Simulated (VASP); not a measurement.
# Mo (Im-3m) in VASP: a series of runs, part 2 of 2

VASP 6.6.1.

**3. Single point, PBE**

This run uses another cell than the first one, of 15.57 Å³/atom, 0.980 times its volume.

The input, INCAR:

```
SYSTEM = Mo
  PREC = Accurate
  ENCUT = 520
  EDIFF = 1E-7
  ISMEAR = -1
  SIGMA = 0.05
  LREAL = .FALSE.
  LASPH = .TRUE.
  NELM = 60
  ALGO = Normal
  ISIF = 2
  LWAVE = .FALSE.
  LCHARG = .FALSE.
  GGA = PE
  NBANDS = 13
```

The input, KPOINTS:

```
regular mesh
0
G
  12 12 12
  0 0 0
```

The input, POSCAR:

```
Mo
1.0
   -1.5731790612      1.5731790612      1.5731790612
    1.5731790612     -1.5731790612      1.5731790612
    1.5731790612      1.5731790612     -1.5731790612
Mo
1
Direct
    0.0000000000      0.0000000000      0.0000000000
```

Potentials or basis: VASP PAW PBE potentials, release 64 (Mo_sv).

Launch:

```
$ cat potpaw_PBE.64/Mo_sv/POTCAR > POTCAR
$ mpirun -np 1 vasp_std > vasp.out
```

OUTCAR:

```text
SYSTEM = Mo
   PREC = Accurate
   ENCUT = 520
   EDIFF = 1E-7
   ISMEAR = -1
   LREAL = .FALSE.
   LASPH = .TRUE.
   NELM = 60
   ISIF = 2
   GGA = PE

 ion  position               nearest neighbor table
   1  0.000  0.000  0.000-

  LATTYP: Found a body centered cubic cell.
 ALAT       =     3.1463581224

  Lattice vectors:

 A1 = (  -1.5731790612,   1.5731790612,   1.5731790612)
 A2 = (   1.5731790612,  -1.5731790612,   1.5731790612)
 A3 = (   1.5731790612,   1.5731790612,  -1.5731790612)

Analysis of symmetry for initial positions (statically):
=====================================================================
 Subroutine PRICEL returns:
 Original cell was already a primitive cell.

 Routine SETGRP: Setting up the symmetry group for a
 body centered cubic supercell.

 Subroutine GETGRP returns: Found 48 space group operations
 (whereof 48 operations were pure point group operations)
 out of a pool of 48 trial point group operations.

The static configuration has the point symmetry O_h .

Analysis of symmetry for dynamics (positions and initial velocities):
=====================================================================
 Subroutine PRICEL returns:
 Original cell was already a primitive cell.

 Routine SETGRP: Setting up the symmetry group for a
 body centered cubic supercell.

 Subroutine GETGRP returns: Found 48 space group operations
 (whereof 48 operations were pure point group operations)
 out of a pool of 48 trial point group operations.

The dynamic configuration has the point symmetry O_h .

 Subroutine INISYM returns: Found 48 space group operations
 (whereof 48 operations are pure point group operations),
 and found     1 'primitive' translations

----------------------------------------------------------------------------------------

                                     Primitive cell

  volume of cell :      15.5738

  direct lattice vectors                    reciprocal lattice vectors
    -1.573179061  1.573179061  1.573179061     0.000000000  0.317827775  0.317827775
     1.573179061 -1.573179061  1.573179061     0.317827775  0.000000000  0.317827775
     1.573179061  1.573179061 -1.573179061     0.317827775  0.317827775  0.000000000

  length of vectors
     2.724826063  2.724826063  2.724826063     0.449476349  0.449476349  0.449476349

  position of ions in fractional coordinates (direct lattice)
     0.000000000  0.000000000  0.000000000

  ion indices of the primitive-cell ions
   primitive index   ion index
                 1           1

----------------------------------------------------------------------------------------

 KPOINTS: regular mesh

Automatic generation of k-mesh.
 Grid dimensions read from file:
 generate k-points for:   12   12   12

 Generating k-lattice:

  Cartesian coordinates                     Fractional coordinates (reciprocal lattice)
     0.000000000  0.026485648  0.026485648     0.083333333  0.000000000  0.000000000
     0.026485648  0.000000000  0.026485648     0.000000000  0.083333333  0.000000000
     0.026485648  0.026485648  0.000000000     0.000000000  0.000000000  0.083333333

  Length of vectors
     0.037456362  0.037456362  0.037456362

  Shift w.r.t. Gamma in fractional coordinates (k-lattice)
     0.000000000  0.000000000  0.000000000

 Subroutine IBZKPT returns following result:
 ===========================================

 Found     72 irreducible k-points:

 Following reciprocal coordinates:
            Coordinates               Weight
  0.000000  0.000000  0.000000      1.000000
  0.083333  0.000000  0.000000     12.000000
  0.166667  0.000000  0.000000     12.000000
  0.250000  0.000000  0.000000     12.000000
  0.333333  0.000000  0.000000     12.000000
  0.416667  0.000000  0.000000     12.000000
[... 16 lines left out ...]
  0.333333  0.083333  0.083333     24.000000
  0.416667  0.083333  0.083333     12.000000
 [... further k-points ...]
   k-points           NKPTS =     72   k-points in BZ     NKDIM =     72   number of bands    NBANDS=     13
   number of dos      NEDOS =    301   number of ions     NIONS =      1
   total plane-waves  NPLWV =   8000
   dimension x,y,z NGX =    20 NGY =   20 NGZ =   20
   dimension x,y,z NGXF=    40 NGYF=   40 NGZF=   40
   ions per type =               1
   NGX,Y,Z   is equivalent  to a cutoff of  12.20, 12.20, 12.20 a.u.
   NGXF,Y,Z  is equivalent  to a cutoff of  24.40, 24.40, 24.40 a.u.
 SYSTEM =  Mo
   PREC   = accura    normal or accurate (medium, high low for compatibility)
   ISTART =      0    job   : 0-new  1-cont  2-samecut
   ICHARG =      2    charge: 1-file 2-atom 10-const
   ISPIN  =      1    spin polarized calculation?
   LNONCOLLINEAR =      F non collinear calculations
   LSORBIT =      F    spin-orbit coupling
   LASPH  =      T    aspherical Exc in radial PAW
   ENCUT  =  520.0 eV  38.22 Ry    6.18 a.u.   5.07  5.07  5.07*2*pi/ulx,y,z
   NELM   =     60;   NELMIN=  2; NELMDL= -5     # of ELM steps
   EDIFF  = 0.1E-06   stopping-criterion for ELM
   LREAL  =      F    real-space projection
   EDIFFG = 0.1E-05   stopping-criterion for IOM
   NSW    =      0    number of steps for IOM
   IBRION =     -1    ionic relax: 0-MD 1-quasi-New 2-CG
   NFREE  =      0    steps in history (QN), initial steepest desc. (CG)
   ISIF   =      2    stress and relaxation
   ISYM   =      2    0-nonsym 1-usesym 2-fastsym
   POTIM  = 0.5000    time-step for ionic-motion
   TEBEG  =    0.0;   TEEND  =   0.0 temperature during run
   PSTRESS=    0.0 pullay stress
   NELECT =      14.0000    total number of electrons
   NUPDOWN=      -1.0000    fix difference up-down
   EMIN   =  10.00;   EMAX   =-10.00  energy-range for DOS
   EFERMI =   0.00;   METHOD = LEGACY
   ISMEAR =    -1;   SIGMA  =   0.05  broadening in eV -4-tet -1-fermi 0-gaus
   EFERMI_NEDOS =   21; number of points for ismear=-14 and -15
   IALGO  =     38    algorithm
   IMIX   =      4    mixing-type and parameters
     AMIX     =   0.40;   BMIX     =  1.00
     AMIX_MAG =   1.60;   BMIX_MAG =  1.00
  volume/ion in A,a.u.               =      15.57       105.10
  Fermi-wavevector in a.u.,A,eV,Ry     =   1.579984  2.985737 33.964896  2.496349
  Thomas-Fermi vector in A             =   2.680280
   LORBIT       =      0    0 simple, 1 ext, 2 COOP (PROOUT), +10 PAW based schemes
   GGA     = PE    functional components
   LHFCALC =     F    Hartree Fock is set to
   AEXX    =    0.0000 exact exchange contribution
   IVDW    =     0    specifies the selected vdW correction
   LEPSILON=     F    determine dielectric tensor
   LRPA    =     F    only Hartree local field effects (RPA)
 non-spin polarized calculation
  energy-cutoff  :      520.00
  volume of cell :       15.57
 maximum number of plane-waves:       430
   NGX = 11   NGY = 11   NGZ = 11

 number of electron      14.0000001 magnetization

 Free energy of the ion-electron system (eV)
  ---------------------------------------------------
  ext. energy  EPLUGINS =         0.00000000
  ---------------------------------------------------
  free energy    TOTEN  =       -10.94849817 eV

  energy without entropy =      -10.94606188  energy(sigma->0) =      -10.94728002

 E-fermi :  12.6049     XC(G=0): -13.4113

 val. band max:       12.5456825539   @ k =  -0.1667   0.2500   0.0833
 cond. band min:      12.6150658233   @ k =   0.5000   0.5000   0.0833
 fundamental gap:      0.0693832694
 Fermi energy:        12.6049005802

 k-point     1 :       0.0000    0.0000    0.0000
  band No.  band energies     occupation
      1     -48.6276      2.00000
      2     -21.8852      2.00000
      3     -21.8852      2.00000
      4     -21.8852      2.00000
      5       5.4053      2.00000
      6      11.2831      2.00000
      7      11.2831      2.00000
      8      11.2831      2.00000
      9      14.3221      0.00000
     10      14.3221      0.00000
     11      27.4912      0.00000
     12      27.4912      0.00000
     13      27.4912      0.00000

 k-point     2 :       0.0833    0.0000    0.0000
  band No.  band energies     occupation
      1     -48.6099      2.00000
      2     -21.9866      2.00000
      3     -21.9165      2.00000
      4     -21.8859      2.00000
      5       5.7107      2.00000
      6      11.1116      2.00000
      7      11.2507      2.00000
      8      11.5720      2.00000
      9      14.0822      0.00000
     10      14.3275      0.00000
     11      27.7123      0.00000
[... 339 lines left out ...]
 k-point    24 :       0.4167    0.0833    0.0833
  band No.  band energies     occupation
      1     -48.3534      2.00000
      2     -23.2091      2.00000
      3     -22.4041      2.00000
      4     -21.9921      2.00000
      5       7.8879      2.00000
      6       9.2300      2.00000
      7      12.9867      0.00096
      8      14.5173      0.00000
      9      15.0159      0.00000
     10      19.0528      0.00000
     11      23.7714      0.00000
     12      25.1773      0.00000
     13      28.7420      0.00000

 [... further k-points ...]
[... 5 lines left out ...]
  --------------------------------------------------------------------------------------
  -------------------------------------------------------------------------------------
  Total        0.3939707      0.3939707      0.3939707      0.0000000      0.0000000      0.0000000
  in kB       40.5303192     40.5303192     40.5303192      0.0000000      0.0000000      0.0000000
  external PRESSURE =      40.5303192 kB  Pullay stress =       0.0000000 kB

 VOLUME and BASIS-vectors are now :
 -----------------------------------------------------------------------------
  energy-cutoff  :      520.00
  volume of cell :       15.57
      direct lattice vectors                 reciprocal lattice vectors
    -1.573179061  1.573179061  1.573179061     0.000000000  0.317827775  0.317827775
     1.573179061 -1.573179061  1.573179061     0.317827775  0.000000000  0.317827775
     1.573179061  1.573179061 -1.573179061     0.317827775  0.317827775  0.000000000

 POSITION                                       TOTAL-FORCE (eV/Angst)
 -----------------------------------------------------------------------------------
      0.00000      0.00000      0.00000        -0.000000      0.000000      0.000000
 -----------------------------------------------------------------------------------
    total drift:                                0.000000     -0.000000      0.000000

  FREE ENERGIE OF THE ION-ELECTRON SYSTEM (eV)
  ---------------------------------------------------
  free  energy   TOTEN  =       -10.9484981657 eV

  energy  without entropy=      -10.9460618820  energy(sigma->0) =      -10.94728002
```

OSZICAR:

```text
N       E                     dE             d eps       ncg     rms          rms(c)
DAV:   1     0.930764440694E+02    0.93076E+02   -0.80195E+03  1885   0.110E+03
DAV:   2    -0.104854954205E+02   -0.10356E+03   -0.99778E+02  2147   0.313E+02
DAV:   3    -0.115898789030E+02   -0.11044E+01   -0.11018E+01  2067   0.326E+01
DAV:   4    -0.115924262263E+02   -0.25473E-02   -0.25473E-02  2102   0.186E+00
DAV:   5    -0.115924426611E+02   -0.16435E-04   -0.16434E-04  2127   0.134E-01    0.148E+01
DAV:   6    -0.110334149155E+02    0.55903E+00   -0.69416E-01  1922   0.102E+01    0.413E+00
DAV:   7    -0.109522609025E+02    0.81154E-01   -0.14837E-01  2057   0.453E+00    0.954E-01
DAV:   8    -0.109484204317E+02    0.38405E-02   -0.39597E-03  1922   0.804E-01    0.195E-01
DAV:   9    -0.109484884836E+02   -0.68052E-04   -0.93766E-05  2187   0.119E-01    0.849E-02
DAV:  10    -0.109484981231E+02   -0.96395E-05   -0.12802E-05  1957   0.425E-02    0.817E-03
DAV:  11    -0.109484983638E+02   -0.24067E-06   -0.13018E-07  1789   0.392E-03    0.166E-03
DAV:  12    -0.109484981581E+02    0.20562E-06   -0.11894E-08  1006   0.137E-03    0.758E-05
DAV:  13    -0.109484981657E+02   -0.75877E-08   -0.97743E-10   981   0.389E-04
   1 F= -.10948498E+02 E0= -.10947280E+02  d E =-.243628E-02
```

stdout:

```text
POSCAR found type information on POSCAR Mo
 POSCAR found :  1 types and       1 ions
 scaLAPACK will be used
 LDA part: xc-table for (Slater+PW92), standard interpolation
 POSCAR, INCAR and KPOINTS ok, starting setup
 FFT: planning ... GRIDC
 FFT: planning ... GRID_SOFT
 FFT: planning ... GRID
 WAVECAR not read
 entering main loop
```

Run time: 6.4 s. Hardware: 1 thread of Intel Xeon Platinum 8559C (Emerald Rapids), shared host; peak memory 0.12 GiB.

What came out:

* Free energy: -10.9485 eV
* Pressure: 4.1 GPa
* Band gap on the k mesh: zero (band 7 reaches 16.66 eV, above the bottom of band 8 at 11.28 eV)

**4. Single point, PBE**

The input, INCAR:

```
SYSTEM = Mo
PREC = Accurate
ENCUT = 520
EDIFF = 1E-6
ISMEAR = -1
SIGMA = 0.05
LREAL = .FALSE.
LASPH = .TRUE.
NELM = 100
ALGO = Fast
ISIF = 2
LWAVE = .FALSE.
LCHARG = .FALSE.
GGA = PE
NBANDS = 13
```

The input, KPOINTS:

```
Automatic mesh
0
G
  12 12 12
  0 0 0
```

The input, POSCAR:

```
Mo
1.0
   -1.5838089719      1.5838089719      1.5838089719
    1.5838089719     -1.5838089719      1.5838089719
    1.5838089719      1.5838089719     -1.5838089719
Mo
1
Direct
    0.0000000000      0.0000000000      0.0000000000
```

Launch:

```
$ cat potpaw_PBE.64/Mo_sv/POTCAR > POTCAR
$ mpirun -np 1 vasp_std > vasp.out
```

Wall time 6.9 s (1 thread of Intel Xeon Platinum 8559C (Emerald Rapids), shared host); peak memory 0.13 GiB.

The run converged. Its results:

| Property | Result |
| --- | --- |
| Free energy | -10.9512 eV |
| Pressure | -1.3 GPa |
| Band gap on the k mesh | zero (band 7 reaches 16.22 eV, above the bottom of band 8 at 11.00 eV) |

Levels at points of the mesh, in eV from the Fermi level:
```csv
k point,band 5,band 6,band 7,band 8,band 9,band 10
"(0.00, 0.00, 0.00)",-7.14,-1.29,-1.29,-1.29,1.68,1.68
"(0.50, 0.00, 0.00)",-5.18,-3.28,1.61,1.70,2.31,4.67
"(0.50, 0.50, 0.50)",-5.27,-5.27,3.93,3.93,3.93,8.98
```

**5. Single point, PBE**

This run uses another cell than the first one, of 16.21 Å³/atom, 1.020 times its volume.

The input, INCAR:

```
ALGO = Normal
EDIFF = 1E-6
ENCUT = 520
GGA = PE
ISIF = 2
ISMEAR = -1
LASPH = True
LCHARG = False
LREAL = False
LWAVE = False
NBANDS = 13
NELM = 100
PREC = Accurate
SIGMA = 0.05
```

The input, KPOINTS:

```
k-points
0
Gamma
  12 12 12
```

The input, POSCAR:

```
Mo
1.0
   -1.5942980787      1.5942980787      1.5942980787
    1.5942980787     -1.5942980787      1.5942980787
    1.5942980787      1.5942980787     -1.5942980787
Mo
1
Direct
    0.0000000000      0.0000000000      0.0000000000
```

Launch:

```
$ cat potpaw_PBE.64/Mo_sv/POTCAR > POTCAR
$ mpirun -np 1 vasp_std > vasp.out
```

It took 5.8 s on 1 thread of Intel Xeon Platinum 8559C (Emerald Rapids), shared host; peak memory 0.14 GiB.

Results (log left out):

| Property | Result |
| --- | --- |
| Free energy | -10.9437 eV |
| Pressure | -6.2 GPa |
| Band gap on the k mesh | zero (band 7 reaches 15.80 eV, above the bottom of band 8 at 10.72 eV) |

Levels at points of the mesh, in eV from the Fermi level:
```tsv
k point	band 5	band 6	band 7	band 8	band 9	band 10
(0.00, 0.00, 0.00)	-7.07	-1.25	-1.25	-1.25	1.64	1.64
(0.50, 0.00, 0.00)	-5.07	-3.19	1.54	1.65	2.25	4.54
(0.50, 0.50, 0.50)	-5.13	-5.13	3.82	3.82	3.82	8.83
```

**6. Single point, PBE**

This run uses another cell than the first one, of 16.53 Å³/atom, 1.040 times its volume.

The input, INCAR:

```
SYSTEM = Mo
  PREC = Accurate
  ENCUT = 520
  EDIFF = 1E-7
  ISMEAR = -1
  SIGMA = 0.05
  LREAL = .FALSE.
  LASPH = .TRUE.
  NELM = 60
  ALGO = Fast
  ISIF = 2
  LWAVE = .FALSE.
  LCHARG = .FALSE.
  GGA = PE
  NBANDS = 13
```

The input, KPOINTS:

```
Automatic mesh
0
G
  12 12 12
  0 0 0
```

The input, POSCAR:

```
Mo
1.0
   -1.6046509537      1.6046509537      1.6046509537
    1.6046509537     -1.6046509537      1.6046509537
    1.6046509537      1.6046509537     -1.6046509537
Mo
1
Direct
    0.0000000000      0.0000000000      0.0000000000
```

Potentials or basis: VASP PAW PBE potentials, release 64 (Mo_sv).

Launch:

```
$ cat potpaw_PBE.64/Mo_sv/POTCAR > POTCAR
$ mpirun -np 1 vasp_std > vasp.out
```

Wall time 9.6 s (1 thread of Intel Xeon Platinum 8559C (Emerald Rapids), shared host); peak memory 0.14 GiB.

The run converged. Its results:

- Free energy: -10.9271 eV
- Pressure: -10.6 GPa
- Band gap on the k mesh: zero (band 7 reaches 15.39 eV, above the bottom of band 8 at 10.46 eV)

Levels at points of the mesh, in eV from the Fermi level:
| k point | band 3 | band 4 | band 5 | band 6 | band 7 | band 8 | band 9 | band 10 | band 11 | band 12 |
| --- | --- | --- | --- | --- | --- | --- | --- | --- | --- | --- |
| (0.00, 0.00, 0.00) | -34.63 | -34.63 | -7.01 | -1.22 | -1.22 | -1.22 | 1.60 | 1.60 | 14.77 | 14.77 |
| (0.50, 0.00, 0.00) | -35.00 | -34.63 | -4.96 | -3.11 | 1.47 | 1.60 | 2.18 | 4.40 | 10.85 | 11.88 |
| (0.50, 0.50, 0.50) | -35.44 | -35.44 | -4.99 | -4.99 | 3.71 | 3.71 | 3.71 | 8.68 | 8.68 | 8.68 |

**7. Summary**

| cell | gap on the mesh (eV) | pressure (GPa) |
| --- | --- | --- |
| a = 2.743 Å, angles 109.5°, 1 atom | none | -1.3 |
| a = 2.725 Å, angles 109.5°, 1 atom | none | 4.1 |
| a = 2.761 Å, angles 109.5°, 1 atom | none | -6.2 |
| a = 2.779 Å, angles 109.5°, 1 atom | none | -10.6 |

Alike in all rows: task single point; level PBE; potentials or basis VASP PAW PBE potentials, release 64 (Mo_sv); no spin polarisation; k mesh 12 × 12 × 12; cutoff (eV) 520; smearing fermi-dirac 0.05 eV.

Absolute energies hang on the potentials; compare differences alone.
